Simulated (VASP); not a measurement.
Crystal: RbBr.

```
CELL_PARAMETERS angstrom
0.00000 3.46083 3.35700
3.46083 0.00000 3.35700
3.46083 3.46083 0.00000
ATOMIC_POSITIONS crystal
Rb 0.00000 0.00000 0.00000
Br 0.50000 0.50000 0.50000
```

This cell differs from its parent crystal: uniaxial z strain -3.0%.

Base run:

| Property | Result |
| --- | --- |
| Program | VASP 6.6.1 |
| Functional | HSE06 |
| Potentials or basis | VASP PAW PBE potentials, release 64 (Rb_sv, Br) |
| Cutoff | 520 eV |
| k mesh | 4 × 4 × 4 |
| Occupations | gaussian, width 0.01 eV |
| Spin | no spin polarisation |

Its results: band gap on the k mesh 5.50 eV; pressure 0.8 GPa.

Q: The run is repeated on the same cell with these changes: functional from HSE06 to PBE. What comes out?

A: Band gap on the k mesh 4.34 eV; pressure 1.1 GPa.

Caveats: the PAW data sets were made with another functional, which shifts forces and pressure a little (at least some runs).

